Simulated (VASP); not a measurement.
Here is a VASP 6.6.1 calculation.

The input INCAR:

```
ALGO = Normal
EDIFF = 1E-7
EDIFFG = -0.005
ENCUT = 600
GGA = PE
IBRION = 2
ISIF = 3
ISMEAR = -1
LASPH = T
LCHARG = F
LREAL = F
LWAVE = F
NELM = 100
NSW = 45
PREC = Accurate
SIGMA = 0.05
```

KPOINTS

```
k-points
0
Gamma
  15 15 15
```

The input POSCAR:

```
Au
1.0
    2.7485729943      0.0000000000      0.0000000000
    0.0000000000      2.7485729943      0.0000000000
    0.0000000000      0.0000000000      2.7485729943
Au
1
Direct
    0.0000000000      0.0000000000      0.0000000000
```

Potentials or basis: VASP PAW PBE potentials, release 64 (Au).

Run with:

```bash
$ cat potpaw_PBE.64/Au/POTCAR > POTCAR
$ mpirun -np 1 vasp_std > vasp.out
```

(1) Estimate the space group after relaxing (to 0.1 Å).

(2) Predict the relaxed cell.

Answers

(1) Pm-3m (No. 221).

(2) a = 2.747 Å, b = 2.747 Å, c = 2.747 Å, α = 90.00°, β = 90.00°, γ = 90.00°.
